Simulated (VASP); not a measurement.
# MgZn5S6 in VASP: further runs

MgZn5S6 is run at these levels: PBE; tasks: single point.

Program: VASP 6.6.1. These are calculated values, not measurements. Logs are shortened: lines on timing, memory, paths and dates and some standing lists are left out, and cuts for length are marked.

### Step 1. The cell of the first run

It takes space group P31m (No. 157, trigonal). The conventional cell has a = 6.719 Å, b = 6.719 Å, c = 6.341 Å, α = 90.00°, β = 90.00°, γ = 120.00°. Mg (site symmetry 3m) has 4 S at 2.45 to 2.47 Å within 3.2 Å. Within 3.1 Å of Zn (site symmetry m) lie 4 S at 2.36 to 2.37 Å. Within 3.1 Å of Zn (site symmetry 3) lie 4 S at 2.35 to 2.37 Å. S (site symmetry m) has 3 Zn at 2.35 to 2.36 Å and 1 Mg at 2.45 Å within 3.1 Å. S (site symmetry 3) has 4 Zn at 2.37 Å within 3.1 Å. S (site symmetry 3m) has 3 Zn at 2.37 Å and 1 Mg at 2.47 Å within 3.1 Å.

### Step 2. Single point, PBE

Input file INCAR:

```
SYSTEM = MgZn5S6
PREC = Accurate
ENCUT = 520
EDIFF = 1E-6
ISMEAR = 0
SIGMA = 0.1
LREAL = .False.
LASPH = .True.
NELM = 80
ALGO = Normal
ISIF = 2
LWAVE = .False.
LCHARG = .False.
GGA = PE
NBANDS = 61
```

Input file KPOINTS:

```
Automatic mesh
0
Gamma
  2 3 3
  0 0 0
```

Input file POSCAR:

```
MgZn5S6
1.0
    0.0000000000      0.0000000000      6.3414472082
    6.7194440634      0.0000000000      0.0000000000
   -3.3597220317      5.8192092582      0.0000000000
Mg Zn S
1 5 6
Direct
    0.5038942889      1.0000000000      0.0000000000
    0.0052209048      0.3367989656      0.3367989656
    0.0052209048      0.0000000000      0.6632010344
    0.0052209048      0.6632010344      1.0000000000
    0.5047799873      0.6666666667      0.3333333333
    0.5047799873      0.3333333333      0.6666666667
    0.3772841487      0.3443090248      0.3443090248
    0.3772841487      1.0000000000      0.6556909752
    0.3772841487      0.6556909752      1.0000000000
    0.8781624658      0.6666666667      0.3333333333
    0.8781624658      0.3333333333      0.6666666667
    0.8927055847      0.0000000000      0.0000000000
```

Potentials or basis: VASP PAW PBE potentials, release 64 (Mg, Zn, S).

Command:

```bash
$ cat potpaw_PBE.64/Mg/POTCAR potpaw_PBE.64/Zn/POTCAR potpaw_PBE.64/S/POTCAR > POTCAR
$ mpirun -np 1 vasp_std > vasp.out
```

OUTCAR:

```text
SYSTEM = MgZn5S6
   PREC = Accurate
   ENCUT = 520
   EDIFF = 1E-6
   ISMEAR = 0
   LREAL = .False.
   LASPH = .True.
   NELM = 80
   ISIF = 2
   GGA = PE

 ion  position               nearest neighbor table
   1  0.504  0.000  0.000-   7 2.45   8 2.45   9 2.45  12 2.47
   2  0.005  0.337  0.337-   7 2.36  11 2.37  10 2.37  12 2.37
   3  0.005  0.000  0.663-   8 2.36  11 2.37  10 2.37  12 2.37
   4  0.005  0.663  0.000-   9 2.36  10 2.37  11 2.37  12 2.37
   5  0.505  0.667  0.333-   9 2.35   8 2.35   7 2.35  10 2.37
   6  0.505  0.333  0.667-   8 2.35   9 2.35   7 2.35  11 2.37
   7  0.377  0.344  0.344-   6 2.35   5 2.35   2 2.36   1 2.45
   8  0.377  0.000  0.656-   6 2.35   5 2.35   3 2.36   1 2.45
   9  0.377  0.656  0.000-   5 2.35   6 2.35   4 2.36   1 2.45
  10  0.878  0.667  0.333-   5 2.37   4 2.37   3 2.37   2 2.37
  11  0.878  0.333  0.667-   6 2.37   3 2.37   4 2.37   2 2.37
  12  0.893  0.000  0.000-   2 2.37   3 2.37   4 2.37   1 2.47

  LATTYP: Found a hexagonal cell.
 ALAT       =     6.7194440634
 C/A-ratio  =     0.9437458141

  Lattice vectors:

 A1 = (   6.7194440634,   0.0000000000,   0.0000000000)
 A2 = (  -3.3597220317,   5.8192092582,   0.0000000000)
 A3 = (   0.0000000000,   0.0000000000,   6.3414472082)

Analysis of symmetry for initial positions (statically):
=====================================================================
 Subroutine PRICEL returns:
 Original cell was already a primitive cell.

 Routine SETGRP: Setting up the symmetry group for a
 hexagonal supercell.

 Subroutine GETGRP returns: Found  6 space group operations
 (whereof  6 operations were pure point group operations)
 out of a pool of 24 trial point group operations.

The static configuration has the point symmetry C_3v.

Analysis of symmetry for dynamics (positions and initial velocities):
=====================================================================
 Subroutine PRICEL returns:
 Original cell was already a primitive cell.

 Routine SETGRP: Setting up the symmetry group for a
 hexagonal supercell.

 Subroutine GETGRP returns: Found  6 space group operations
 (whereof  6 operations were pure point group operations)
 out of a pool of 24 trial point group operations.

The dynamic configuration has the point symmetry C_3v.

 Subroutine INISYM returns: Found  6 space group operations
 (whereof  6 operations are pure point group operations),
 and found     1 'primitive' translations

----------------------------------------------------------------------------------------

[... 108 lines left out ...]
   ISMEAR =     0;   SIGMA  =   0.10  broadening in eV -4-tet -1-fermi 0-gaus
   EFERMI_NEDOS =   21; number of points for ismear=-14 and -15
   IALGO  =     38    algorithm
   IMIX   =      4    mixing-type and parameters
     AMIX     =   0.40;   BMIX     =  1.00
     AMIX_MAG =   1.60;   BMIX_MAG =  1.00
  volume/ion in A,a.u.               =      20.66       139.44
  Fermi-wavevector in a.u.,A,eV,Ry     =   1.201402  2.270320 19.638192  1.443366
  Thomas-Fermi vector in A             =   2.337212
   LORBIT       =      0    0 simple, 1 ext, 2 COOP (PROOUT), +10 PAW based schemes
   GGA     = PE    functional components
   LHFCALC =     F    Hartree Fock is set to
   AEXX    =    0.0000 exact exchange contribution
   IVDW    =     0    specifies the selected vdW correction
   LEPSILON=     F    determine dielectric tensor
   LRPA    =     F    only Hartree local field effects (RPA)
 non-spin polarized calculation
 Gauss-broadening in eV      SIGMA  =   0.10
  energy-cutoff  :      520.00
  volume of cell :      247.96
 maximum number of plane-waves:      6695
 NGX is ok and might be reduce to    48
   NGX = 23   NGY = 25   NGZ = 25

 number of electron      97.9999955 magnetization

 Free energy of the ion-electron system (eV)
  ---------------------------------------------------
  ext. energy  EPLUGINS =         0.00000000
  ---------------------------------------------------
  free energy    TOTEN  =       -42.66441231 eV

  energy without entropy =      -42.66441231  energy(sigma->0) =      -42.66441231

 E-fermi :   2.2492     XC(G=0):  -9.2941

 val. band max:        1.7598576220   @ k =   0.0000   0.0000   0.0000
 cond. band min:       4.0081216158   @ k =   0.0000   0.0000   0.0000
 fundamental gap:      2.2482639938
 Fermi energy:         2.2491655011

 k-point     1 :       0.0000    0.0000    0.0000
  band No.  band energies     occupation
      1     -10.9611      2.00000
      2     -10.0980      2.00000
      3      -9.9889      2.00000
      4      -9.8628      2.00000
      5      -9.8563      2.00000
      6      -9.8563      2.00000
[... 373 lines left out ...]
     60       7.4960      0.00000
     61       8.1183      0.00000

------------------------ aborting loop because EDIFF is reached ----------------------------------------

  FORCE on cell =-STRESS in cart. coord.  units (eV):
  Direction    XX          YY          ZZ          XY          YZ          ZX
  --------------------------------------------------------------------------------------
  -------------------------------------------------------------------------------------
  Total        0.1016101      0.1016101      0.0925882      0.0000000      0.0000000     -0.0000000
  in kB        0.6565409      0.6565409      0.5982470      0.0000000      0.0000000     -0.0000000
  external PRESSURE =       0.6371096 kB  Pullay stress =       0.0000000 kB

 VOLUME and BASIS-vectors are now :
 -----------------------------------------------------------------------------
  energy-cutoff  :      520.00
  volume of cell :      247.96
      direct lattice vectors                 reciprocal lattice vectors
     0.000000000  0.000000000  6.341447208     0.000000000  0.000000000  0.157692711
     6.719444063  0.000000000  0.000000000     0.148821836  0.085922327  0.000000000
    -3.359722032  5.819209258  0.000000000     0.000000000  0.171844654  0.000000000

 POSITION                                       TOTAL-FORCE (eV/Angst)
 -----------------------------------------------------------------------------------
      0.00000      0.00000      3.19542        -0.000000      0.000000     -0.001741
      1.13155      1.95990      0.03311         0.000702      0.001217      0.003493
     -2.22817      3.85931      0.03311         0.000702     -0.001217      0.003493
      4.45634      0.00000      0.03311        -0.001405      0.000000      0.003493
      3.35972      1.93974      3.20104         0.000000      0.000000      0.002391
     -0.00000      3.87947      3.20104        -0.000000      0.000000      0.002391
      1.15678      2.00361      2.39253        -0.009490     -0.016437      0.005874
     -2.20294      3.81560      2.39253        -0.009490      0.016437      0.005874
      4.40588      0.00000      2.39253         0.018980      0.000000      0.005874
      3.35972      1.93974      5.56882        -0.000000      0.000000     -0.005372
     -0.00000      3.87947      5.56882         0.000000      0.000000     -0.005372
      0.00000      0.00000      5.66105         0.000000      0.000000     -0.020395
 -----------------------------------------------------------------------------------
    total drift:                                0.000003      0.000011     -0.001502

  FREE ENERGIE OF THE ION-ELECTRON SYSTEM (eV)
  ---------------------------------------------------
  free  energy   TOTEN  =       -42.6644123075 eV

  energy  without entropy=      -42.6644123075  energy(sigma->0) =      -42.66441231
```

OSZICAR:

```text
N       E                     dE             d eps       ncg     rms          rms(c)
DAV:   1     0.808243467069E+03    0.80824E+03   -0.43152E+04   732   0.180E+03
DAV:   2     0.828304197638E+02   -0.72541E+03   -0.69137E+03   732   0.428E+02
DAV:   3    -0.379908770581E+02   -0.12082E+03   -0.11827E+03   818   0.158E+02
DAV:   4    -0.452111712079E+02   -0.72203E+01   -0.71745E+01   875   0.393E+01
DAV:   5    -0.453647445359E+02   -0.15357E+00   -0.15320E+00   859   0.590E+00    0.152E+01
DAV:   6    -0.425509855189E+02    0.28138E+01   -0.52532E+00  1150   0.459E+01    0.119E+01
DAV:   7    -0.427391481385E+02   -0.18816E+00   -0.77889E+00   819   0.909E+00    0.594E+00
DAV:   8    -0.426564024709E+02    0.82746E-01   -0.66070E-01   964   0.698E+00    0.254E+00
DAV:   9    -0.426622909530E+02   -0.58885E-02   -0.89633E-02   963   0.395E+00    0.598E-01
DAV:  10    -0.426632269163E+02   -0.93596E-03   -0.11986E-02   833   0.144E+00    0.323E-01
DAV:  11    -0.426636990640E+02   -0.47215E-03   -0.13380E-03   979   0.507E-01    0.227E-01
DAV:  12    -0.426644288212E+02   -0.72976E-03   -0.14362E-03   767   0.330E-01    0.144E-01
DAV:  13    -0.426643994066E+02    0.29415E-04   -0.33668E-04   904   0.356E-01    0.241E-02
DAV:  14    -0.426644047188E+02   -0.53122E-05   -0.28065E-05   854   0.291E-02    0.199E-02
DAV:  15    -0.426644118078E+02   -0.70891E-05   -0.82176E-06   758   0.141E-02    0.149E-02
DAV:  16    -0.426644123075E+02   -0.49971E-06   -0.58227E-06   814   0.381E-02
   1 F= -.42664412E+02 E0= -.42664412E+02  d E =-.251540E-12
```

stdout:

```text
POSCAR found type information on POSCAR MgZnS
 POSCAR found :  3 types and      12 ions
 scaLAPACK will be used
 LDA part: xc-table for (Slater+PW92), standard interpolation
 POSCAR, INCAR and KPOINTS ok, starting setup
 FFT: planning ... GRIDC
 FFT: planning ... GRID_SOFT
 FFT: planning ... GRID
 WAVECAR not read
 entering main loop
```

Run time: 75 s. Hardware: 1 thread of Intel Xeon Platinum 8488C (Sapphire Rapids), shared host; peak memory 0.36 GiB.

What came out:

```yaml
Free_energy: -42.6644 eV
Pressure: 0.1 GPa
Largest_force: 0.020 eV/Å
Band_gap_on_the_k_mesh: 2.25 eV
```

Forces on the atoms (eV/Å):
```
Mg   0.000  0.000 -0.002
Zn   0.001  0.001  0.003
Zn   0.001 -0.001  0.003
Zn  -0.001  0.000  0.003
Zn   0.000  0.000  0.002
Zn   0.000  0.000  0.002
S   -0.009 -0.016  0.006
S   -0.009  0.016  0.006
S    0.019  0.000  0.006
S    0.000  0.000 -0.005
S    0.000  0.000 -0.005
S    0.000  0.000 -0.020
```

Levels at points of the mesh, in eV from the valence-band top:
```tsv
k point	band 46	band 47	band 48	band 49	band 50	band 51	band 52	band 53
(0.00, 0.00, 0.00)	-0.79	-0.05	0.00	0.00	2.25	3.37	4.43	4.43
(0.50, 0.00, 0.00)	-0.47	-0.47	-0.35	-0.35	3.45	3.91	4.49	4.52
```

Caveat: the k points lie up to 0.50 Å⁻¹ apart.

### Step 3. Single point, PBE

This run uses another cell than the first one, of 19.33 Å³/atom.

Input file INCAR:

```
SYSTEM = MgZn5S6
  ALGO = Normal
  EDIFF = 1E-7
  ENCUT = 520
  GGA = PE
  ISIF = 2
  ISMEAR = 0
  LASPH = .TRUE.
  LCHARG = .FALSE.
  LREAL = .FALSE.
  LWAVE = .FALSE.
  NBANDS = 61
  NELM = 100
  PREC = Accurate
  SIGMA = 0.1
```

Input file KPOINTS:

```
k-points
0
G
  3 3 4
  0 0 0
```

Input file POSCAR:

```
MgZn5S6
1.0
    6.5699111300      0.0000000000      0.0000000000
   -3.2849555600      5.6897099400      0.0000000000
    0.0000000000      0.0000000000      6.2047870300
Mg Zn S
1 5 6
Direct
    0.0000000000      0.0000000000      0.5000000000
    0.3333333300      0.3333333300      0.0000000000
    0.0000000000      0.6666666700      0.0000000000
    0.6666666700      0.0000000000      0.0000000000
    0.6666666700      0.3333333300      0.5000000000
    0.3333333300      0.6666666700      0.5000000000
    0.3333333300      0.3333333300      0.3849999900
    0.0000000000      0.6666666700      0.3849999900
    0.6666666700      0.0000000000      0.3849999900
    0.6666666700      0.3333333300      0.8849999900
    0.3333333300      0.6666666700      0.8849999900
    0.0000000000      0.0000000000      0.8849999900
```

Potentials or basis: VASP PAW PBE potentials, release 64 (Mg, Zn, S).

Command:

```bash
$ cat potpaw_PBE.64/Mg/POTCAR potpaw_PBE.64/Zn/POTCAR potpaw_PBE.64/S/POTCAR > POTCAR
$ mpirun -np 1 vasp_std > vasp.out
```

OUTCAR:

```text
SYSTEM = MgZn5S6
   EDIFF = 1E-7
   ENCUT = 520
   GGA = PE
   ISIF = 2
   ISMEAR = 0
   LASPH = .TRUE.
   LREAL = .FALSE.
   NELM = 100
   PREC = Accurate

 ion  position               nearest neighbor table
   1  0.000  0.000  0.500-   8 2.30   9 2.30   7 2.30  12 2.39
   2  0.333  0.333  0.000-  12 2.30  11 2.30  10 2.30   7 2.39
   3  0.000  0.667  0.000-  12 2.30  11 2.30  10 2.30   8 2.39
   4  0.667  0.000  0.000-  10 2.30  12 2.30  11 2.30   9 2.39
   5  0.667  0.333  0.500-   9 2.30   8 2.30   7 2.30  10 2.39
   6  0.333  0.667  0.500-   8 2.30   9 2.30   7 2.30  11 2.39
   7  0.333  0.333  0.385-   1 2.30   6 2.30   5 2.30   2 2.39
   8  0.000  0.667  0.385-   1 2.30   6 2.30   5 2.30   3 2.39
   9  0.667  0.000  0.385-   5 2.30   1 2.30   6 2.30   4 2.39
  10  0.667  0.333  0.885-   4 2.30   3 2.30   2 2.30   5 2.39
  11  0.333  0.667  0.885-   3 2.30   4 2.30   2 2.30   6 2.39
  12  0.000  0.000  0.885-   3 2.30   4 2.30   2 2.30   1 2.39

  LATTYP: Found a hexagonal cell.
 ALAT       =     6.5699111300
 C/A-ratio  =     0.9444248038

  Lattice vectors:

 A1 = (   6.5699111300,   0.0000000000,   0.0000000000)
 A2 = (  -3.2849555600,   5.6897099400,   0.0000000000)
 A3 = (   0.0000000000,   0.0000000000,   6.2047870300)

Analysis of symmetry for initial positions (statically):
=====================================================================
 Subroutine PRICEL returns:
 Original cell was already a primitive cell.

 Routine SETGRP: Setting up the symmetry group for a
 hexagonal supercell.

 Subroutine GETGRP returns: Found  6 space group operations
 (whereof  6 operations were pure point group operations)
 out of a pool of 24 trial point group operations.

The static configuration has the point symmetry C_3v.

Analysis of symmetry for dynamics (positions and initial velocities):
=====================================================================
 Subroutine PRICEL returns:
 Original cell was already a primitive cell.

 Routine SETGRP: Setting up the symmetry group for a
 hexagonal supercell.

[... 142 lines left out ...]
  energy-cutoff  :      520.00
  volume of cell :      231.94
 maximum number of plane-waves:      6265
 NGX is ok and might be reduce to    50
   NGX = 25   NGY = 25   NGZ = 23

 number of electron      97.9999965 magnetization

 Free energy of the ion-electron system (eV)
  ---------------------------------------------------
  ext. energy  EPLUGINS =         0.00000000
  ---------------------------------------------------
  free energy    TOTEN  =       -42.23187008 eV

  energy without entropy =      -42.23187008  energy(sigma->0) =      -42.23187008

 E-fermi :   2.7790     XC(G=0):  -9.5995

 val. band max:        2.2948573697   @ k =   0.0000   0.0000   0.0000
 cond. band min:       4.8798604649   @ k =   0.0000   0.0000   0.0000
 fundamental gap:      2.5850030952
 Fermi energy:         2.7789796701

 k-point     1 :       0.0000    0.0000    0.0000
  band No.  band energies     occupation
      1     -10.7927      2.00000
      2      -9.8289      2.00000
      3      -9.6688      2.00000
      4      -9.6121      2.00000
      5      -9.5074      2.00000
      6      -9.5074      2.00000
[... 629 lines left out ...]
     60       8.1331      0.00000
     61       8.9087      0.00000

------------------------ aborting loop because EDIFF is reached ----------------------------------------

  FORCE on cell =-STRESS in cart. coord.  units (eV):
  Direction    XX          YY          ZZ          XY          YZ          ZX
  --------------------------------------------------------------------------------------
  -------------------------------------------------------------------------------------
  Total        9.3895219      9.3895219      5.1565733      0.0000000      0.0000000      0.0000000
  in kB       64.8600920     64.8600920     35.6201115      0.0000001      0.0000000      0.0000000
  external PRESSURE =      55.1134318 kB  Pullay stress =       0.0000000 kB

 VOLUME and BASIS-vectors are now :
 -----------------------------------------------------------------------------
  energy-cutoff  :      520.00
  volume of cell :      231.94
      direct lattice vectors                 reciprocal lattice vectors
     6.569911130  0.000000000  0.000000000     0.152209060  0.087877942  0.000000000
    -3.284955560  5.689709940  0.000000000     0.000000000  0.175755884  0.000000000
     0.000000000  0.000000000  6.204787030     0.000000000  0.000000000  0.161165886

 POSITION                                       TOTAL-FORCE (eV/Angst)
 -----------------------------------------------------------------------------------
      0.00000      0.00000      3.10239        -0.000000     -0.000000      0.457212
      1.09499      1.89657      0.00000         0.015000      0.025980      0.380125
     -2.18997      3.79314      0.00000         0.015000     -0.025980      0.380125
      4.37994      0.00000      0.00000        -0.029999     -0.000000      0.380125
      3.28496      1.89657      3.10239        -0.000000     -0.000000      0.286180
     -0.00000      3.79314      3.10239        -0.000000     -0.000000      0.286180
      1.09499      1.89657      2.38884         0.397569      0.688610     -0.573870
     -2.18997      3.79314      2.38884         0.397569     -0.688610     -0.573870
      4.37994      0.00000      2.38884        -0.795138      0.000000     -0.573870
      3.28496      1.89657      5.49124        -0.000000     -0.000000     -0.347586
     -0.00000      3.79314      5.49124        -0.000000     -0.000000     -0.347586
      0.00000      0.00000      5.49124        -0.000000      0.000000      0.246834
 -----------------------------------------------------------------------------------
    total drift:                               -0.000001     -0.000002      0.001937

  FREE ENERGIE OF THE ION-ELECTRON SYSTEM (eV)
  ---------------------------------------------------
  free  energy   TOTEN  =       -42.2318700751 eV

  energy  without entropy=      -42.2318700751  energy(sigma->0) =      -42.23187008
```

stdout:

```text
POSCAR found type information on POSCAR MgZnS
 POSCAR found :  3 types and      12 ions
 scaLAPACK will be used
 LDA part: xc-table for (Slater+PW92), standard interpolation
 POSCAR, INCAR and KPOINTS ok, starting setup
 FFT: planning ... GRIDC
 FFT: planning ... GRID_SOFT
 FFT: planning ... GRID
 WAVECAR not read
 entering main loop
```

Run time: 2.3 min. Hardware: 1 thread of Intel Xeon Platinum 8488C (Sapphire Rapids), shared host; peak memory 0.39 GiB.

What came out:

* Free energy: -42.2319 eV
* Pressure: 5.5 GPa
* Largest force: 0.981 eV/Å
* Band gap on the k mesh: 2.58 eV

Forces on the atoms (eV/Å):
```
Mg   0.000  0.000  0.457
Zn   0.015  0.026  0.380
Zn   0.015 -0.026  0.380
Zn  -0.030  0.000  0.380
Zn   0.000  0.000  0.286
Zn   0.000  0.000  0.286
S    0.398  0.689 -0.574
S    0.398 -0.689 -0.574
S   -0.795  0.000 -0.574
S    0.000  0.000 -0.348
S    0.000  0.000 -0.348
S    0.000  0.000  0.247
```

Levels at points of the mesh, in eV from the valence-band top:
```
           k point  band 45  band 46  band 47  band 48  band 49  band 50  band 51  band 52  band 53  band 54
(0.00, 0.00, 0.00)    -0.83    -0.83    -0.02    -0.02     0.00     2.58     3.42     4.45     4.45     6.11
(0.00, 0.00, 0.50)    -1.15    -0.52    -0.52    -0.35    -0.35     3.67     4.02     4.58     4.58     4.69
```

Caveat: the cell stands under pressure.

[end of part 1 of 2]
